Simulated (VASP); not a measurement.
Wanted: the native input for a VASP 6.6.1 run.

```yaml
Task: single point
Functional: PBE
Potentials_or_basis: VASP PAW PBE potentials, release 64 (Cd, In_d, S)
Cutoff: 520 eV
k_mesh: 15 × 15 × 8
Occupations: gaussian, width 0.15 eV
Spin: no spin polarisation
Dipole_correction: no
Further_INCAR_settings: ALGO = Normal; EDIFF = 1e-06; NBANDS = 26
```

The structure of CdInS2 lies in POSCAR:

```
CdInS2
1.0
    3.5086157378      0.0000000000      0.0000000000
   -1.7543078689      3.0385503610      0.0000000000
    0.0000000000      0.0000000000      7.4059860993
Cd In S
1 1 2
Direct
    0.0000000000      0.0000000000      0.0000000000
    0.0000000000      0.0000000000      0.5000000000
    0.6666666667      0.3333333333      0.7578554487
    0.3333333333      0.6666666667      0.2421445513
```

These files were run (other wordings do the same):

INCAR

```
SYSTEM = CdInS2
  PREC = Accurate
  ENCUT = 520
  EDIFF = 1E-6
  ISMEAR = 0
  SIGMA = 0.15
  LREAL = .FALSE.
  LASPH = .TRUE.
  NELM = 100
  ALGO = Normal
  ISIF = 2
  LWAVE = .FALSE.
  LCHARG = .TRUE.
  GGA = PE
  LELF = .TRUE.
  LVHAR = .TRUE.
  NBANDS = 26
```

KPOINTS

```
Automatic mesh
0
G
  15 15 8
  0 0 0
```

Potentials or basis: VASP PAW PBE potentials, release 64 (Cd, In_d, S).

Command:

```sh
$ cat potpaw_PBE.64/Cd/POTCAR potpaw_PBE.64/In_d/POTCAR potpaw_PBE.64/S/POTCAR > POTCAR
$ mpirun -np 1 vasp_std > vasp.out
```

Results of the run:

```yaml
Pressure: 7.3 GPa
Largest_force: 0.331 eV/Å
Band_gap_on_the_k_mesh: zero (an odd number of electrons rules out a gap without spin polarisation)
```

Caveat: the stress differs along the axes, from -5 to 14 GPa; spin-orbit coupling is left out, which moves the levels of the heavy elements; an odd number of electrons without spin polarisation forces a metal; a magnetic or distorted state may lie lower.

It took 11 min on 1 thread of Intel Xeon 8259CL, on a shared host, peak memory 0.5 GiB.
